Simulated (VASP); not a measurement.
Write the native input for VASP 6.6.1 that does the following.

- Task: electric field gradients
- Functional: PBE
- Potentials or basis: VASP PAW PBE potentials, release 64 (B, N)
- Cutoff: 520 eV
- k mesh: 16 × 16 × 16
- Occupations: fermi-dirac, width 0.03 eV
- Spin: no spin polarisation
- Dipole correction: no
- Further INCAR settings: ALGO = Normal; EDIFF = 1e-08; NBANDS = 11

The structure of BN (zincblende type) lies in POSCAR:

```
BN
1.0
    0.0000000000      1.8123531719      1.8123531719
    1.8123531719      0.0000000000      1.8123531719
    1.8123531719      1.8123531719      0.0000000000
B N
1 1
Direct
    0.0318563737      0.0318563737      0.0318563737
    0.2500000000      0.2500000000      0.2500000000
```

This cell differs from its parent crystal: atom 1 (B) moved by [0.11547, 0.11547, 0.11547] A.

These files were run (other wordings do the same):

INCAR

```
SYSTEM = BN
PREC = Accurate
ENCUT = 520
EDIFF = 1E-8
ISMEAR = -1
SIGMA = 0.03
LREAL = .FALSE.
LASPH = .TRUE.
NELM = 120
ALGO = Normal
ISIF = 2
LWAVE = .FALSE.
LCHARG = .FALSE.
GGA = PE
LEFG = .TRUE.
NBANDS = 11
GGA_COMPAT = .FALSE.
```

KPOINTS

```
regular mesh
0
G
  16 16 16
  0 0 0
```

Potentials or basis: VASP PAW PBE potentials, release 64 (B, N).

The run is started by

```console
$ cat potpaw_PBE.64/B/POTCAR potpaw_PBE.64/N/POTCAR > POTCAR
$ mpirun -np 1 vasp_std > vasp.out
```

It gave:

```
Pressure               : 15.8 GPa
Largest force          : 7.044 eV/Å
Band gap on the k mesh : 3.16 eV, indirect (least direct gap 7.12 eV)
```

Caveat: the cell differs from its parent crystal (atom 1 (B) moved by [0.11547, 0.11547, 0.11547] A); without QUAD_EFG the Cq values of the log hold for a quadrupole moment of 1 mb, not for the nuclei; forces of over 1 eV/Å act on the atoms, so gaps and moduli don't describe the material at rest.

Run time: 85 s on 1 thread of Intel Xeon 8259CL, with other jobs on the host, peak memory 0.16 GiB.
